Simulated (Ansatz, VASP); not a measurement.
# B in VASP and in Ansatz

```
B
1.0
     0.00000    1.45967    1.45967
     1.45967    0.00000    1.45967
     1.45967    1.45967    0.00000
B
1
Cartesian
  0.0000 0.0000 0.0000
```

Alike in both runs: task single point; functional RPBE; k mesh 21 × 21 × 21; occupations fermi-dirac, width 0.1 eV; no spin polarisation.

|  | VASP | Ansatz |
| --- | --- | --- |
| version | VASP 6.6.1 | Ansatz 0.2.0 |
| potentials or method | VASP PAW PBE potentials, release 64 (B), cutoff 520 eV | plane waves (420 eV) with PAW, scalar-relativistic |
| valence electrons in the cell | 3 | 3 |

VASP gave:

```
pressure (GPa) : -9.8
```

Question: Which values does Ansatz return?

Answer: Pressure (GPa): -9.5.

VASP's potentials were made for PBE, not for RPBE. With one functional, cell and mesh, what is left measures potentials, basis and numerics.
